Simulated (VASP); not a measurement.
# H (P6_3/mmc) in VASP: notebook

Runs on H. Level: PBE. Tasks: single point.

Program: VASP 6.6.1. These are calculated values, not measurements. Logs are shortened: lines on timing, memory, paths and dates and some standing lists are left out, and cuts for length are marked.

### 1 The cell of the first run

It takes space group P6_3/mmc (No. 194, hexagonal). Conventional cell: a = 5.566 Å, b = 5.566 Å, c = 4.352 Å, α = 90.00°, β = 90.00°, γ = 120.00°. Within 5.1 Å of H (site symmetry -6m2) lie 8 H at 3.88 to 4.35 Å.

### 2 Single point, PBE, collinear spin

INCAR

```
  PREC = Accurate
  ENCUT = 520
  EDIFF = 1E-6
  ISMEAR = 0
  SIGMA = 0.05
  LREAL = F
  LASPH = T
  NELM = 150
  ALGO = Normal
  ISIF = 2
  LWAVE = F
  LCHARG = F
  ISPIN = 2
  MAGMOM = 1.05 1.05
  LORBIT = 11
  GGA = PE
  NBANDS = 12
```

KPOINTS

```
Automatic mesh
0
Gamma
  6 6 6
```

POSCAR

```
H
1.0
    5.5656000000      0.0000000000      0.0000000000
   -2.7828000000      4.8199509873      0.0000000000
    0.0000000000      0.0000000000      4.3519000000
H
2
Direct
    0.3333333333      0.6666666667      0.2500000000
    0.6666666667      0.3333333333      0.7500000000
```

Potentials or basis: VASP PAW PBE potentials, release 64 (H).

Started as:

```console
> cat potpaw_PBE.64/H/POTCAR > POTCAR
> mpirun -np 1 vasp_std > vasp.out
```

OUTCAR:

```text
PREC = Accurate
   ENCUT = 520
   EDIFF = 1E-6
   ISMEAR = 0
   LREAL = F
   LASPH = T
   NELM = 150
   ISIF = 2
   ISPIN = 2
   LORBIT = 11
   GGA = PE

 ion  position               nearest neighbor table
   1  0.333  0.667  0.250-
   2  0.667  0.333  0.750-

  LATTYP: Found a hexagonal cell.
 ALAT       =     5.5656000000
 C/A-ratio  =     0.7819282737

  Lattice vectors:

 A1 = (   5.5656000000,   0.0000000000,   0.0000000000)
 A2 = (  -2.7828000000,   4.8199509873,   0.0000000000)
 A3 = (   0.0000000000,   0.0000000000,   4.3519000000)

Analysis of symmetry for initial positions (statically):
=====================================================================
 Subroutine PRICEL returns:
 Original cell was already a primitive cell.

 Routine SETGRP: Setting up the symmetry group for a
 hexagonal supercell.

 Subroutine GETGRP returns: Found 24 space group operations
 (whereof 12 operations were pure point group operations)
 out of a pool of 24 trial point group operations.

The static configuration has the point symmetry D_3d.
 The point group associated with its full space group is D_6h.

Analysis of symmetry for dynamics (positions and initial velocities):
=====================================================================
 Subroutine PRICEL returns:
 Original cell was already a primitive cell.

 Routine SETGRP: Setting up the symmetry group for a
 hexagonal supercell.

 Subroutine GETGRP returns: Found 24 space group operations
 (whereof 12 operations were pure point group operations)
 out of a pool of 24 trial point group operations.

The dynamic configuration has the point symmetry D_3d.
 The point group associated with its full space group is D_6h.

Analysis of structural, dynamic, and magnetic symmetry:
=====================================================================
 Subroutine PRICEL returns:
 Original cell was already a primitive cell.

 Routine SETGRP: Setting up the symmetry group for a
 hexagonal supercell.

 Subroutine GETGRP returns: Found 24 space group operations
 (whereof 12 operations were pure point group operations)
 out of a pool of 24 trial point group operations.

The overall configuration has the point symmetry D_3d.
 The point group associated with its full space group is D_6h.

 Subroutine INISYM returns: Found 24 space group operations
 (whereof 12 operations are pure point group operations),
 and found     1 'primitive' translations

----------------------------------------------------------------------------------------

                                     Primitive cell

  volume of cell :     116.7437

  direct lattice vectors                    reciprocal lattice vectors
     5.565600000  0.000000000  0.000000000     0.179675147  0.103735495  0.000000000
    -2.782800000  4.819950987  0.000000000     0.000000000  0.207470989  0.000000000
     0.000000000  0.000000000  4.351900000     0.000000000  0.000000000  0.229784692

  length of vectors
     5.565600000  5.565600000  4.351900000     0.207470989  0.207470989  0.229784692

  position of ions in fractional coordinates (direct lattice)
     0.333333333  0.666666667  0.250000000
     0.666666667  0.333333333  0.750000000

  ion indices of the primitive-cell ions
   primitive index   ion index
                 1           1
                 2           2

----------------------------------------------------------------------------------------

 KPOINTS: Automatic mesh

Automatic generation of k-mesh.
 Grid dimensions read from file:
 generate k-points for:    6    6    6

 Generating k-lattice:

  Cartesian coordinates                     Fractional coordinates (reciprocal lattice)
     0.029945858  0.017289249  0.000000000     0.166666667  0.000000000  0.000000000
     0.000000000  0.034578498  0.000000000     0.000000000  0.166666667  0.000000000
     0.000000000  0.000000000  0.038297449     0.000000000  0.000000000  0.166666667

  Length of vectors
     0.034578498  0.034578498  0.038297449

  Shift w.r.t. Gamma in fractional coordinates (k-lattice)
     0.000000000  0.000000000  0.000000000

 Subroutine IBZKPT returns following result:
 ===========================================

 Found     28 irreducible k-points:

 Following reciprocal coordinates:
            Coordinates               Weight
  0.000000  0.000000  0.000000      1.000000
  0.166667  0.000000  0.000000      6.000000
  0.333333 -0.000000  0.000000      6.000000
  0.500000 -0.000000  0.000000      3.000000
  0.166667  0.166667  0.000000      6.000000
  0.333333  0.166667  0.000000     12.000000
[... 16 lines left out ...]
  0.166667  0.000000  0.500000      6.000000
  0.333333 -0.000000  0.500000      6.000000
 [... further k-points ...]
   k-points           NKPTS =     28   k-points in BZ     NKDIM =     28   number of bands    NBANDS=     12
   number of dos      NEDOS =    301   number of ions     NIONS =      2
   total plane-waves  NPLWV =  56448
   dimension x,y,z NGX =    42 NGY =   42 NGZ =   32
   dimension x,y,z NGXF=    84 NGYF=   84 NGZF=   64
   ions per type =               2
   NGX,Y,Z   is equivalent  to a cutoff of  12.55, 12.55, 12.22 a.u.
   NGXF,Y,Z  is equivalent  to a cutoff of  25.09, 25.09, 24.45 a.u.
 SYSTEM =  unknown system
   PREC   = accura    normal or accurate (medium, high low for compatibility)
   ISTART =      0    job   : 0-new  1-cont  2-samecut
   ICHARG =      2    charge: 1-file 2-atom 10-const
   ISPIN  =      2    spin polarized calculation?
   LNONCOLLINEAR =      F non collinear calculations
   LSORBIT =      F    spin-orbit coupling
   LASPH  =      T    aspherical Exc in radial PAW
   ENCUT  =  520.0 eV  38.22 Ry    6.18 a.u.  10.35 10.35  8.09*2*pi/ulx,y,z
   NELM   =    150;   NELMIN=  2; NELMDL= -5     # of ELM steps
   EDIFF  = 0.1E-05   stopping-criterion for ELM
   LREAL  =      F    real-space projection
   EDIFFG = 0.1E-04   stopping-criterion for IOM
   NSW    =      0    number of steps for IOM
   IBRION =     -1    ionic relax: 0-MD 1-quasi-New 2-CG
   NFREE  =      0    steps in history (QN), initial steepest desc. (CG)
   ISIF   =      2    stress and relaxation
   ISYM   =      2    0-nonsym 1-usesym 2-fastsym
   POTIM  = 0.5000    time-step for ionic-motion
   TEBEG  =    0.0;   TEEND  =   0.0 temperature during run
   PSTRESS=    0.0 pullay stress
   NELECT =       2.0000    total number of electrons
   NUPDOWN=      -1.0000    fix difference up-down
   EMIN   =  10.00;   EMAX   =-10.00  energy-range for DOS
   EFERMI =   0.00;   METHOD = LEGACY
   ISMEAR =     0;   SIGMA  =   0.05  broadening in eV -4-tet -1-fermi 0-gaus
   EFERMI_NEDOS =   21; number of points for ismear=-14 and -15
   IALGO  =     38    algorithm
   IMIX   =      4    mixing-type and parameters
     AMIX     =   0.40;   BMIX     =  1.00
     AMIX_MAG =   1.60;   BMIX_MAG =  1.00
  volume/ion in A,a.u.               =      58.37       393.91
  Fermi-wavevector in a.u.,A,eV,Ry     =   0.422027  0.797516  2.423291  0.178107
  Thomas-Fermi vector in A             =   1.385237
   LORBIT       =     11    0 simple, 1 ext, 2 COOP (PROOUT), +10 PAW based schemes
   GGA     = PE    functional components
   LHFCALC =     F    Hartree Fock is set to
   AEXX    =    0.0000 exact exchange contribution
   IVDW    =     0    specifies the selected vdW correction
   LEPSILON=     F    determine dielectric tensor
   LRPA    =     F    only Hartree local field effects (RPA)
 spin polarized calculation
 Gauss-broadening in eV      SIGMA  =   0.05
  energy-cutoff  :      520.00
  volume of cell :      116.74
 maximum number of plane-waves:      3172
 NGX is ok and might be reduce to    42
   NGX = 21   NGY = 21   NGZ = 17

 number of electron       1.9999999 magnetization       1.9999999

 Free energy of the ion-electron system (eV)
  ---------------------------------------------------
  ext. energy  EPLUGINS =         0.00000000
  ---------------------------------------------------
  free energy    TOTEN  =        -2.23970713 eV

  energy without entropy =       -2.23970713  energy(sigma->0) =       -2.23970713

 E-fermi :  -6.5859     XC(G=0):   0.3182

 val. band max:       -6.7929044689   @ k =   0.0000   0.0000   0.0000
 cond. band min:       0.0062018871   @ k =   0.3333   0.3333   0.0000
 fundamental gap:      6.7991063559
 Fermi energy:        -6.5858713693

 spin component 1

 k-point     1 :       0.0000    0.0000    0.0000
  band No.  band energies     occupation
      1      -7.6933      1.00000
      2      -6.7929      1.00000
      3       0.9067      0.00000
      4       2.9598      0.00000
      5       2.9599      0.00000
      6       3.9056      0.00000
      7       3.9056      0.00000
      8       4.3727      0.00000
      9       5.3638      0.00000
     10       6.4819      0.00000
     11       8.6381      0.00000
     12      10.3695      0.00000

 k-point     2 :       0.1667    0.0000    0.0000
  band No.  band energies     occupation
      1      -7.6366      1.00000
      2      -6.8433      1.00000
      3       0.7315      0.00000
      4       2.4547      0.00000
      5       2.4749      0.00000
      6       4.4475      0.00000
      7       4.5320      0.00000
      8       4.7422      0.00000
      9       5.8245      0.00000
     10       6.7459      0.00000
     11       8.0702      0.00000
     12       9.5449      0.00000
[... 301 lines left out ...]
 k-point    23 :       0.1667    0.0000    0.5000
  band No.  band energies     occupation
      1      -7.1168      1.00000
      2      -7.1168      1.00000
      3       1.0465      0.00000
      4       1.0465      0.00000
      5       4.2227      0.00000
      6       4.2227      0.00000
      7       4.2958      0.00000
      8       4.2958      0.00000
      9       5.5828      0.00000
     10       5.5828      0.00000
     11       7.0288      0.00000
     12       7.0288      0.00000

 k-point    24 :       0.3333   -0.0000    0.5000
  band No.  band energies     occupation
      1      -7.0928      1.00000
      2      -7.0928      1.00000
      3       0.9463      0.00000
      4       0.9463      0.00000
      5       3.3769      0.00000
      6       3.3769      0.00000
      7       3.8752      0.00000
      8       3.8752      0.00000
      9       6.4060      0.00000
     10       6.4060      0.00000
     11       8.4988      0.00000
     12       8.4988      0.00000

 [... further k-points ...]

 spin component 2

 k-point     1 :       0.0000    0.0000    0.0000
  band No.  band energies     occupation
      1       2.5920      0.00000
      2       8.1944      0.00000
      3       8.1945      0.00000
      4       9.3941      0.00000
      5       9.8758      0.00000
      6      10.0709      0.00000
      7      10.0710      0.00000
      8      10.4795      0.00000
      9      12.6812      0.00000
     10      16.0931      0.00000
     11      16.2449      0.00000
     12      16.2496      0.00000

 k-point     2 :       0.1667    0.0000    0.0000
  band No.  band energies     occupation
      1       2.7287      0.00000
      2       7.1138      0.00000
      3       7.8798      0.00000
      4       9.2348      0.00000
      5      10.3232      0.00000
      6      10.6186      0.00000
      7      10.7314      0.00000
      8      10.9905      0.00000
      9      13.2584      0.00000
     10      15.0102      0.00000
     11      15.5574      0.00000
     12      15.8906      0.00000
[... 301 lines left out ...]
 k-point    23 :       0.1667    0.0000    0.5000
  band No.  band energies     occupation
      1       4.6841      0.00000
      2       4.6841      0.00000
      3       8.9701      0.00000
      4       8.9701      0.00000
      5       9.8353      0.00000
      6       9.8353      0.00000
      7      11.4233      0.00000
      8      11.4233      0.00000
      9      12.7659      0.00000
     10      12.7659      0.00000
     11      12.7778      0.00000
     12      12.7778      0.00000

 k-point    24 :       0.3333   -0.0000    0.5000
  band No.  band energies     occupation
      1       5.0476      0.00000
      2       5.0476      0.00000
      3       7.7356      0.00000
      4       7.7356      0.00000
      5       9.4484      0.00000
      6       9.4484      0.00000
      7      11.1426      0.00000
      8      11.1426      0.00000
      9      14.2056      0.00000
     10      14.2056      0.00000
     11      14.5730      0.00000
     12      14.5730      0.00000

 [... further k-points ...]

------------------------ aborting loop because EDIFF is reached ----------------------------------------

  FORCE on cell =-STRESS in cart. coord.  units (eV):
  Direction    XX          YY          ZZ          XY          YZ          ZX
  --------------------------------------------------------------------------------------
  -------------------------------------------------------------------------------------
  Total        0.0019665      0.0019665      0.0079754      0.0000000     -0.0000000      0.0000000
  in kB        0.0269874      0.0269874      0.1094536      0.0000000     -0.0000000      0.0000000
  external PRESSURE =       0.0544761 kB  Pullay stress =       0.0000000 kB

 VOLUME and BASIS-vectors are now :
 -----------------------------------------------------------------------------
  energy-cutoff  :      520.00
  volume of cell :      116.74
      direct lattice vectors                 reciprocal lattice vectors
     5.565600000  0.000000000  0.000000000     0.179675147  0.103735495  0.000000000
    -2.782800000  4.819950987  0.000000000     0.000000000  0.207470989  0.000000000
     0.000000000  0.000000000  4.351900000     0.000000000  0.000000000  0.229784692

 POSITION                                       TOTAL-FORCE (eV/Angst)
 -----------------------------------------------------------------------------------
     -0.00000      3.21330      1.08797         0.000000      0.000000      0.000000
      2.78280      1.60665      3.26392        -0.000000     -0.000000     -0.000000
 -----------------------------------------------------------------------------------
    total drift:                               -0.000000      0.000000     -0.000000

  FREE ENERGIE OF THE ION-ELECTRON SYSTEM (eV)
  ---------------------------------------------------
  free  energy   TOTEN  =        -2.2397071342 eV

  energy  without entropy=       -2.2397071342  energy(sigma->0) =       -2.23970713

 total charge

# of ion       s       p       d       tot
------------------------------------------
    1        0.380   0.000   0.000   0.380
    2        0.380   0.000   0.000   0.380
--------------------------------------------------
tot          0.760   0.000   0.000   0.760

 magnetization (x)

# of ion       s       p       d       tot
------------------------------------------
    1        0.380   0.000   0.000   0.380
    2        0.380   0.000   0.000   0.380
--------------------------------------------------
tot          0.760   0.000   0.000   0.760
```

Wall time 36 s (1 thread of Intel Xeon 6975P-C (Granite Rapids), shared host); peak memory 0.28 GiB.

What came out:

```yaml
Free_energy: -2.2397 eV
Pressure: 0.0 GPa
Band_gap_on_the_k_mesh: 6.80 eV (least direct gap 7.21 eV)
Net_moment: 2.00 μB per cell
Site_moments: H +0.38 μB
Valence_electrons_inside_the_program's_atomic_spheres: H 0.38
```

Levels at points of the mesh, in eV from the valence-band top:
Spin up:
```tsv
k point	band 1	band 2	band 3	band 4	band 5	band 6
(0.00, 0.00, 0.00)	-0.90	0.00	7.70	9.75	9.75	10.70
(0.50, 0.00, 0.00)	-0.58	-0.29	6.95	8.60	8.99	11.36
(0.00, 0.00, 0.50)	-0.34	-0.34	7.90	7.90	11.44	11.44
(0.50, 0.00, 0.50)	-0.29	-0.29	7.70	7.70	9.84	9.84
```
Spin down:
```
           k point  band 1  band 2  band 3  band 4  band 5
(0.00, 0.00, 0.00)    9.38   14.99   14.99   16.19   16.67
(0.50, 0.00, 0.00)   10.15   12.09   14.13   15.41   18.06
(0.00, 0.00, 0.50)   11.34   11.34   16.93   16.93   16.93
(0.50, 0.00, 0.50)   12.12   12.12   13.95   13.95   16.10
```

Caveat: the atoms stand far beyond bonding distance. A k mesh can miss the band edges.

[end of part 1 of 2]
